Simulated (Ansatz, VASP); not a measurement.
## One calculation of Cu2O, two programs

Contents of INCAR:

```
SYSTEM = Cu2O
PREC = Accurate
ENCUT = 600
EDIFF = 1E-6
ISMEAR = 0
SIGMA = 0.1
LREAL = .False.
LASPH = .True.
NELM = 200
ALGO = Normal
ISIF = 2
LWAVE = .False.
LCHARG = .False.
ISPIN = 2
MAGMOM = 1 1 1 1 0 0
LORBIT = 11
LMAXMIX = 4
GGA = PE
NBANDS = 41
GGA_COMPAT = .False.
```

Contents of KPOINTS:

```
Automatic mesh
0
Gamma
  4 4 4
  0 0 0
```

POSCAR

```
Cu2O
1.0
    4.2600000000      0.0000000000      0.0000000000
    0.0000000000      4.2600000000      0.0000000000
    0.0000000000      0.0000000000      4.2600000000
Cu O
4 2
Direct
    0.2500000000      0.2500000000      0.2500000000
    0.2500000000      0.7500000000      0.7500000000
    0.7500000000      0.7500000000      0.2500000000
    0.7500000000      0.2500000000      0.7500000000
    0.0000000000      0.0000000000      0.0000000000
    0.5000000000      0.5000000000      0.5000000000
```

Input for Ansatz:

```yaml
crystal:
  lattice:
    - [4.26, 0.0, 0.0]
    - [0.0, 4.26, 0.0]
    - [0.0, 0.0, 4.26]
  atoms:
    - { symbol: Cu, position: [0.25, 0.25, 0.25], spin: 1.0 }
    - { symbol: Cu, position: [0.25, 0.75, 0.75], spin: 1.0 }
    - { symbol: Cu, position: [0.75, 0.75, 0.25], spin: 1.0 }
    - { symbol: Cu, position: [0.75, 0.25, 0.75], spin: 1.0 }
    - { symbol: O, position: [0.0, 0.0, 0.0] }
    - { symbol: O, position: [0.5, 0.5, 0.5] }
basis:
  ecutwfc: 420
kpoints:
  mp_grid: { grid: [4, 4, 4] }
hamiltonian:
  xc: pbe
scf:
  occupations: { method: gaussian, width: 0.1 }
  lower_state_search: "off"
output:
  forces: true
  stress: true
  eigenvalues: true
  populations: true
magnetization:
  spin_polarized: true
```

Alike in both runs: task single point; functional PBE; k mesh 4 × 4 × 4; occupations gaussian, width 0.1 eV; collinear spin.

|  | VASP | Ansatz |
| --- | --- | --- |
| version | VASP 6.6.1 | Ansatz 0.2.0 |
| potentials or method | VASP PAW PBE potentials, release 64 (Cu, O), cutoff 600 eV | scalar-relativistic, plane waves, PAW |
| valence electrons in the cell | 56 | 88 |

Ansatz gave:

| Quantity | Value |
| --- | --- |
| gap on the k mesh at the Fermi level (eV) | 0.53 |
| least direct gap on the mesh (eV) | 0.53 |
| pressure (GPa) | 3.3 |
| net moment per atom (μB) | 0.00 |

Q: What did VASP give for the same quantities?

A: gap on the k mesh at the Fermi level (eV): 0.54; least direct gap on the mesh (eV): 0.54; pressure (GPa): 4.1; net moment per atom (μB): 0.00.

VASP's potentials hold 56 valence electrons a cell and Ansatz's 88, so a difference there can come from the potentials and not from the codes. Ansatz's warnings: seeded moment not kept.
